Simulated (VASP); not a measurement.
# Si2W (P6_222) in VASP: a series of runs, part 2 of 2

VASP 6.6.1. The steps go on from the part before.

### Step 3. Single point, PBEsol

This run uses another cell than the first one, of 13.31 Å³/atom, 0.975 times its volume.

Input file INCAR:

```
ALGO = Normal
EDIFF = 1E-6
ENCUT = 520
GGA = PS
ISIF = 2
ISMEAR = 0
LASPH = True
LCHARG = False
LREAL = False
LWAVE = False
NBANDS = 43
NELM = 100
PREC = Accurate
SIGMA = 0.1
```

Input file KPOINTS:

```
k-points
0
Gamma
  12 12 6
```

Input file POSCAR:

```
Si2W
1.0
    4.5760866017      0.0000000000      0.0000000000
   -2.2880433009      3.9630072470      0.0000000000
    0.0000000000      0.0000000000      6.6033074698
Si W
6 3
Direct
    0.8361793875      0.6723587749      0.5000000000
    0.1638206125      0.8361793875      0.8333333333
    0.6723587749      0.8361793875      0.1666666667
    0.1638206125      0.3276412251      0.5000000000
    0.8361793875      0.1638206125      0.8333333333
    0.3276412251      0.1638206125      0.1666666667
    0.0000000000      0.5000000000      0.1666666667
    0.5000000000      0.5000000000      0.8333333333
    0.5000000000      0.0000000000      0.5000000000
```

Potentials or basis: VASP PAW PBE potentials, release 64 (Si, W_sv).

The run is started by

```bash
cat potpaw_PBE.64/Si/POTCAR potpaw_PBE.64/W_sv/POTCAR > POTCAR
mpirun -np 1 vasp_std > vasp.out
```

OUTCAR:

```text
EDIFF = 1E-6
   ENCUT = 520
   GGA = PS
   ISIF = 2
   ISMEAR = 0
   LASPH = True
   LREAL = False
   NELM = 100
   PREC = Accurate

 ion  position               nearest neighbor table
   1  0.836  0.672  0.500-   2 2.56   3 2.56   7 2.57   8 2.57   4 2.60   9 2.63   9 2.63   9 2.66
                             4 2.66   4 2.66   6 3.15   5 3.15
   2  0.164  0.836  0.833-   1 2.56   6 2.56   9 2.57   7 2.57   5 2.60   8 2.63   8 2.63   8 2.66
                             5 2.66   5 2.66   4 3.15   3 3.15
   3  0.672  0.836  0.167-   1 2.56   5 2.56   9 2.57   8 2.57   6 2.60   7 2.63   7 2.63   7 2.66
                             6 2.66   6 2.66   4 3.15   2 3.15
   4  0.164  0.328  0.500-   5 2.56   6 2.56   7 2.57   8 2.57   1 2.60   9 2.63   9 2.63   9 2.66
                             1 2.66   1 2.66   3 3.15   2 3.15
   5  0.836  0.164  0.833-   4 2.56   3 2.56   9 2.57   7 2.57   2 2.60   8 2.63   8 2.63   8 2.66
                             2 2.66   2 2.66   1 3.15   6 3.15
   6  0.328  0.164  0.167-   4 2.56   2 2.56   9 2.57   8 2.57   3 2.60   7 2.63   7 2.63   7 2.66
                             3 2.66   3 2.66   1 3.15   5 3.15
   7  0.000  0.500  0.167-   1 2.57   4 2.57   2 2.57   5 2.57   6 2.63   3 2.63   6 2.63   3 2.63
                             3 2.66   6 2.66   9 3.17   9 3.17   8 3.17   8 3.17
   8  0.500  0.500  0.833-   1 2.57   4 2.57   3 2.57   6 2.57   2 2.63   5 2.63   2 2.63   5 2.63
                             5 2.66   2 2.66   9 3.17   9 3.17   7 3.17   7 3.17
   9  0.500  0.000  0.500-   3 2.57   6 2.57   5 2.57   2 2.57   4 2.63   1 2.63   4 2.63   1 2.63
                             4 2.66   1 2.66   7 3.17   7 3.17   8 3.17   8 3.17

  LATTYP: Found a hexagonal cell.
 ALAT       =     4.5760866017
 C/A-ratio  =     1.4430031694

  Lattice vectors:

 A1 = (   4.5760866017,   0.0000000000,   0.0000000000)
 A2 = (  -2.2880433009,   3.9630072470,   0.0000000000)
 A3 = (   0.0000000000,   0.0000000000,   6.6033074698)

Analysis of symmetry for initial positions (statically):
=====================================================================
 Subroutine PRICEL returns:
 Original cell was already a primitive cell.

 Routine SETGRP: Setting up the symmetry group for a
 hexagonal supercell.

 Subroutine GETGRP returns: Found 12 space group operations
 (whereof  4 operations were pure point group operations)
 out of a pool of 24 trial point group operations.

The static configuration has the point symmetry D_2 .
 The point group associated with its full space group is D_6 .

Analysis of symmetry for dynamics (positions and initial velocities):
=====================================================================
 Subroutine PRICEL returns:
 Original cell was already a primitive cell.

 Routine SETGRP: Setting up the symmetry group for a
 hexagonal supercell.

 Subroutine GETGRP returns: Found 12 space group operations
 (whereof  4 operations were pure point group operations)
 out of a pool of 24 trial point group operations.

The dynamic configuration has the point symmetry D_2 .
 The point group associated with its full space group is D_6 .

 Subroutine INISYM returns: Found 12 space group operations
 (whereof  4 operations are pure point group operations),
 and found     1 'primitive' translations

----------------------------------------------------------------------------------------

[... 66 lines left out ...]
  0.250000 -0.000000  0.000000      6.000000
  0.333333 -0.000000  0.000000      6.000000
  0.416667  0.000000  0.000000      6.000000
[... 16 lines left out ...]
  0.250000 -0.000000  0.166667     12.000000
  0.333333 -0.000000  0.166667     12.000000
 [... further k-points ...]
   k-points           NKPTS =     76   k-points in BZ     NKDIM =     76   number of bands    NBANDS=     43
   number of dos      NEDOS =    301   number of ions     NIONS =      9
   total plane-waves  NPLWV =  64800
   dimension x,y,z NGX =    36 NGY =   36 NGZ =   50
   dimension x,y,z NGXF=    72 NGYF=   72 NGZF=  100
   ions per type =               6   3
   NGX,Y,Z   is equivalent  to a cutoff of  13.08, 13.08, 12.59 a.u.
   NGXF,Y,Z  is equivalent  to a cutoff of  26.16, 26.16, 25.18 a.u.
 SYSTEM =  unknown system
   PREC   = accura    normal or accurate (medium, high low for compatibility)
   ISTART =      0    job   : 0-new  1-cont  2-samecut
   ICHARG =      2    charge: 1-file 2-atom 10-const
   ISPIN  =      1    spin polarized calculation?
   LNONCOLLINEAR =      F non collinear calculations
   LSORBIT =      F    spin-orbit coupling
   LASPH  =      T    aspherical Exc in radial PAW
   ENCUT  =  520.0 eV  38.22 Ry    6.18 a.u.   8.51  8.51 12.28*2*pi/ulx,y,z
   NELM   =    100;   NELMIN=  2; NELMDL= -5     # of ELM steps
   EDIFF  = 0.1E-05   stopping-criterion for ELM
   LREAL  =      F    real-space projection
   EDIFFG = 0.1E-04   stopping-criterion for IOM
   NSW    =      0    number of steps for IOM
   IBRION =     -1    ionic relax: 0-MD 1-quasi-New 2-CG
   NFREE  =      0    steps in history (QN), initial steepest desc. (CG)
   ISIF   =      2    stress and relaxation
   ISYM   =      2    0-nonsym 1-usesym 2-fastsym
   POTIM  = 0.5000    time-step for ionic-motion
   TEBEG  =    0.0;   TEEND  =   0.0 temperature during run
   PSTRESS=    0.0 pullay stress
   NELECT =      66.0000    total number of electrons
   NUPDOWN=      -1.0000    fix difference up-down
   EMIN   =  10.00;   EMAX   =-10.00  energy-range for DOS
   EFERMI =   0.00;   METHOD = LEGACY
   ISMEAR =     0;   SIGMA  =   0.10  broadening in eV -4-tet -1-fermi 0-gaus
   EFERMI_NEDOS =   21; number of points for ismear=-14 and -15
   IALGO  =     38    algorithm
   IMIX   =      4    mixing-type and parameters
     AMIX     =   0.40;   BMIX     =  1.00
     AMIX_MAG =   1.60;   BMIX_MAG =  1.00
  volume/ion in A,a.u.               =      13.31        89.79
  Fermi-wavevector in a.u.,A,eV,Ry     =   1.342237  2.536461 24.512265  1.801601
  Thomas-Fermi vector in A             =   2.470407
   LORBIT       =      0    0 simple, 1 ext, 2 COOP (PROOUT), +10 PAW based schemes
   GGA     = PS    functional components
   LHFCALC =     F    Hartree Fock is set to
   AEXX    =    0.0000 exact exchange contribution
   IVDW    =     0    specifies the selected vdW correction
   LEPSILON=     F    determine dielectric tensor
   LRPA    =     F    only Hartree local field effects (RPA)
 non-spin polarized calculation
 Gauss-broadening in eV      SIGMA  =   0.10
  energy-cutoff  :      520.00
  volume of cell :      119.75
 maximum number of plane-waves:      3300
 NGX is ok and might be reduce to    36

 number of electron      66.0000002 magnetization

 Free energy of the ion-electron system (eV)
  ---------------------------------------------------
  ext. energy  EPLUGINS =         0.00000000
  ---------------------------------------------------
  free energy    TOTEN  =       -79.31524123 eV

  energy without entropy =      -79.31453323  energy(sigma->0) =      -79.31488723

 E-fermi :  12.6545     XC(G=0): -12.6664

 val. band max:       12.6487582710   @ k =   0.5000  -0.0000   0.0000
 cond. band min:      12.8033691137   @ k =   0.4167   0.0000   0.0000
 fundamental gap:      0.1546108427
 Fermi energy:        12.6545224802

 k-point     1 :       0.0000    0.0000    0.0000
  band No.  band energies     occupation
      1     -61.6224      2.00000
      2     -61.6089      2.00000
      3     -61.6089      2.00000
      4     -26.0184      2.00000
      5     -26.0135      2.00000
      6     -26.0135      2.00000
[... 1093 lines left out ...]
     42      16.0812      0.00000
     43      16.1595      0.00000

 [... further k-points ...]
[... 5 lines left out ...]
  --------------------------------------------------------------------------------------
  -------------------------------------------------------------------------------------
  Total        0.2309820      0.2309820      0.2884655     -0.0000000     -0.0000000      0.0000000
  in kB        3.0903533      3.0903533      3.8594356     -0.0000000     -0.0000000      0.0000000
  external PRESSURE =       3.3467141 kB  Pullay stress =       0.0000000 kB

 VOLUME and BASIS-vectors are now :
 -----------------------------------------------------------------------------
  energy-cutoff  :      520.00
  volume of cell :      119.75
      direct lattice vectors                 reciprocal lattice vectors
     4.576086602  0.000000000  0.000000000     0.218527333  0.126166814  0.000000000
    -2.288043301  3.963007247  0.000000000     0.000000000  0.252333629  0.000000000
     0.000000000  0.000000000  6.603307470     0.000000000  0.000000000  0.151439260

 POSITION                                       TOTAL-FORCE (eV/Angst)
 -----------------------------------------------------------------------------------
      2.28804      2.66456      3.30165        -0.000000      0.005095     -0.000000
     -1.16356      3.31378      5.50276        -0.004413      0.002548     -0.000000
      1.16356      3.31378      1.10055         0.004413      0.002548     -0.000000
     -0.00000      1.29844      3.30165         0.000000     -0.005095     -0.000000
      3.45160      0.64922      5.50276         0.004413     -0.002548     -0.000000
      1.12449      0.64922      1.10055        -0.004413     -0.002548     -0.000000
     -1.14402      1.98150      1.10055        -0.000000     -0.000000      0.000000
      1.14402      1.98150      5.50276         0.000000     -0.000000      0.000000
      2.28804      0.00000      3.30165         0.000000     -0.000000     -0.000000
 -----------------------------------------------------------------------------------
    total drift:                               -0.000000     -0.000000      0.000000

  FREE ENERGIE OF THE ION-ELECTRON SYSTEM (eV)
  ---------------------------------------------------
  free  energy   TOTEN  =       -79.3152412282 eV

  energy  without entropy=      -79.3145332292  energy(sigma->0) =      -79.31488723
```

Run time: 4.7 min. Hardware: 1 thread of Intel Xeon Platinum 8259CL at 2.50GHz (Skylake/Cascade Lake), shared host; peak memory 0.44 GiB.

What came out:

```
Free energy   : -79.3152 eV
Pressure      : 0.3 GPa
Largest force : 0.005 eV/Å
```

Forces in eV/Å, atoms in the order of the input:
```
Si   0.000  0.005  0.000
Si  -0.004  0.003  0.000
Si   0.004  0.003  0.000
Si   0.000 -0.005  0.000
Si   0.004 -0.003  0.000
Si  -0.004 -0.003  0.000
W    0.000  0.000  0.000
W    0.000  0.000  0.000
W    0.000  0.000  0.000
```

Caveat: the PAW data sets were made with another functional, which shifts forces and pressure a little; spin-orbit coupling is left out, which moves the levels of the heavy elements.

### Step 4. Single point, PBEsol

This run uses another cell than the first one: it holds 18 atoms, not 9.

Input file INCAR:

```
ALGO = Normal ; EDIFF = 1E-6
ENCUT = 520 ; GGA = PS
ISIF = 2 ; ISMEAR = 0
LASPH = T ; LCHARG = T
LELF = T ; LREAL = Auto
LVHAR = T ; LWAVE = F
NBANDS = 81 ; NELM = 80
PREC = Accurate ; SIGMA = 0.15
```

Input file KPOINTS:

```
k-points
0
Gamma
  10 10 3
```

Input file POSCAR:

```
Si2W
1.0
   -4.5760866017      0.0000000000      0.0000000000
   -2.2880433008     -3.9630072470      0.0000000000
    0.0000000000      0.0000000000     13.2066149396
Si W
12 6
Direct
    0.8361793875      0.3276412251      0.2500000000
    0.8361793875      0.3276412251      0.7500000000
    0.6723587749      0.1638206125      0.4166666667
    0.6723587749      0.1638206125      0.9166666667
    0.1638206125      0.1638206125      0.0833333333
    0.1638206125      0.1638206125      0.5833333333
    0.1638206125      0.6723587749      0.2500000000
    0.1638206125      0.6723587749      0.7500000000
    0.3276412251      0.8361793875      0.4166666667
    0.3276412251      0.8361793875      0.9166666667
    0.8361793875      0.8361793875      0.0833333333
    0.8361793875      0.8361793875      0.5833333333
    0.5000000000      0.5000000000      0.0833333333
    0.5000000000      0.5000000000      0.5833333333
    1.0000000000      0.5000000000      0.4166666667
    1.0000000000      0.5000000000      0.9166666667
    0.5000000000      0.0000000000      0.2500000000
    0.5000000000      0.0000000000      0.7500000000
```

The run is started by

```bash
cat potpaw_PBE.64/Si/POTCAR potpaw_PBE.64/W_sv/POTCAR > POTCAR
mpirun -np 1 vasp_std > vasp.out
```

Run time: 14 min. Hardware: 1 thread of Intel Xeon Platinum 8259CL at 2.50GHz (Skylake/Cascade Lake), shared host; peak memory 0.54 GiB.

Results (log left out):

```yaml
Free_energy: -158.6381 eV
Pressure: 0.3 GPa
Largest_force: 0.005 eV/Å
```

Forces in eV/Å, atoms in the order of the input:
```
Si   0.000  0.005  0.000
Si   0.000  0.005  0.000
Si  -0.004  0.002  0.000
Si  -0.004  0.002  0.000
Si   0.004  0.002  0.000
Si   0.004  0.002  0.000
Si   0.000 -0.005  0.000
Si   0.000 -0.005  0.000
Si   0.004 -0.002  0.000
Si   0.004 -0.002  0.000
Si  -0.004 -0.002  0.000
Si  -0.004 -0.002  0.000
W    0.000  0.000  0.000
W    0.000  0.000  0.000
W    0.000  0.000  0.000
W    0.000  0.000  0.000
W    0.000  0.000  0.000
W    0.000  0.000  0.000
```

Levels at points of the mesh, in eV from the Fermi level:
| k point | band 62 | band 63 | band 64 | band 65 | band 66 | band 67 | band 68 | band 69 | band 70 | band 71 |
| --- | --- | --- | --- | --- | --- | --- | --- | --- | --- | --- |
| (0.00, 0.00, 0.00) | -2.63 | -2.61 | -1.01 | -0.78 | -0.78 | 1.78 | 2.12 | 2.12 | 2.20 | 2.20 |
| (0.50, 0.00, 0.00) | -1.73 | -1.30 | -1.21 | -0.69 | 0.00 | 0.00 | 0.66 | 0.79 | 0.92 | 1.01 |

Caveat: the PAW data sets were made with another functional, which shifts forces and pressure a little; spin-orbit coupling is left out, which moves the levels of the heavy elements.

### Step 5. Overview

```tsv
cell	k mesh	smearing	pressure (GPa)	largest force (eV/Å)
a = 4.617, b = 4.617, c = 6.653 Å, angles 90.0, 90.0, 120.0°, 9 atoms	6 × 6 × 4	gaussian 0.1 eV	-5.3	0.03
a = 4.576, b = 4.576, c = 6.603 Å, angles 90.0, 90.0, 120.0°, 9 atoms	12 × 12 × 6	gaussian 0.1 eV	0.3	0.01
a = 4.576, b = 4.576, c = 13.207 Å, angles 90.0, 90.0, 60.0°, 18 atoms	10 × 10 × 3	gaussian 0.15 eV	0.3	-
```

Alike in all rows: task single point; level PBEsol; potentials or basis VASP PAW PBE potentials, release 64 (Si, W_sv); no spin polarisation; cutoff (eV) 520.

Caveats: the PAW data sets were made with another functional, which shifts forces and pressure a little; spin-orbit coupling is left out, which moves the levels of the heavy elements.

Absolute energies hang on the potentials; compare differences alone.
